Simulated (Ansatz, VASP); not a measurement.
One calculation of ZnO, two programs

File POSCAR:

```
ZnO
1.0
    2.6461709590      0.0000000000      0.0000000000
    0.0000000000      2.6461709590      0.0000000000
    0.0000000000      0.0000000000      2.6461709590
Zn O
1 1
Direct
    0.0000000000      0.0000000000      0.0000000000
    0.5000000000      0.5000000000      0.5000000000
```

The input INCAR.step1:

```
SYSTEM = ZnO
PREC = Accurate
ENCUT = 520
EDIFF = 1E-5
ISMEAR = -1
SIGMA = 0.02
LREAL = .False.
LASPH = .True.
NELM = 80
ALGO = Normal
ISIF = 2
LWAVE = .True.
GGA = PE
NBANDS = 16
```

Contents of INCAR.step2:

```
SYSTEM = ZnO
PREC = Accurate
ENCUT = 520
EDIFF = 1E-7
ISMEAR = -1
SIGMA = 0.02
LREAL = .False.
LASPH = .True.
NELM = 80
ALGO = Normal
ISIF = 2
LWAVE = .False.
LCHARG = .True.
GGA = PE
LHFCALC = .True.
AEXX = 0.4
HFSCREEN = 0.2078
PRECFOCK = Normal
LELF = .True.
LVHAR = .True.
ISTART = 1
NBANDS = 16
```

KPOINTS

```
regular mesh
0
Gamma
  4 4 4
  0 0 0
```

Input for Ansatz:

```yaml
crystal:
  lattice:
    - [2.646170959, 0.0, 0.0]
    - [0.0, 2.646170959, 0.0]
    - [0.0, 0.0, 2.646170959]
  atoms:
    - { symbol: Zn, position: [0.0, 0.0, 0.0] }
    - { symbol: O, position: [0.5, 0.5, 0.5] }
kpoints:
  mp_grid: { grid: [4, 4, 4] }
hamiltonian:
  xc:
    exchange: pbe
    correlation: pbe
    exx: { coeff: 0.4, omega: 0.2078 }
scf:
  occupations: { method: fermi_dirac, width: 0.02 }
  n_extra_bands: 4
output:
  forces: true
  stress: true
  eigenvalues: true
```

Alike in both runs: task single point; functional PBE-based screened hybrid; k mesh 4 × 4 × 4; occupations fermi-dirac, width 0.02 eV; no spin polarisation.

|  | VASP | Ansatz |
| --- | --- | --- |
| version | VASP 6.6.1 | Ansatz 0.2.0 |
| potentials or method | VASP PAW PBE potentials, release 64 (Zn, O) | plane waves |
| plane-wave cutoff (eV) | 520 | 420 |
| valence electrons in the cell | 18 | 18 |

Ansatz gave:

```
gap on the k mesh at the Fermi level (eV) : 1.90
pressure (GPa)                            : -4.2
```

Question: Estimate VASP's values.

Answer: gap on the k mesh at the Fermi level (eV): 1.86; pressure (GPa): -3.0.

VASP's potentials were made for PBE, not for PBE-based screened hybrid. The functional is the same, so the differences come from potentials, cutoffs and numerics. Ansatz's warnings: stress exchange threshold loose, stress scf threshold loose.

The k mesh is coarse, so the values compare programs but aren't converged.
